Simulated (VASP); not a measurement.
A run of VASP 6.6.1 is set up as follows.

Contents of INCAR:

```
  ALGO = Normal
  EDIFF = 1E-6
  ENCUT = 520
  GGA = PE
  ISIF = 2
  ISMEAR = 0
  LASPH = T
  LCHARG = T
  LELF = T
  LREAL = F
  LVHAR = T
  LWAVE = F
  NBANDS = 16
  NELM = 80
  PREC = Accurate
  SIGMA = 0.01
```

File KPOINTS:

```
k-points
0
Gamma
  4 4 4
```

The input POSCAR:

```
CdS
1.0
    0.0000000000      2.9165000000      2.9165000000
    2.9165000000      0.0000000000      2.9165000000
    2.9165000000      2.9165000000      0.0000000000
Cd S
1 1
Direct
    0.0098400000      0.9944900000      0.9972900000
    0.2377957535      0.2562942465      0.2604957535
```

Potentials or basis: VASP PAW PBE potentials, release 64 (Cd, S).

Command:

```console
$ cat potpaw_PBE.64/Cd/POTCAR potpaw_PBE.64/S/POTCAR > POTCAR
$ mpirun -np 1 vasp_std > vasp.out
```

(1) What does it give for the pressure?

(2) What does it give for the largest force?

(3) What does it give for the band gap on the k mesh?

## Answers

(1) 3.5 GPa.

(2) 0.398 eV/Å.

(3) 1.13 eV, direct.

Caveat: the k points lie up to 0.47 Å⁻¹ apart.
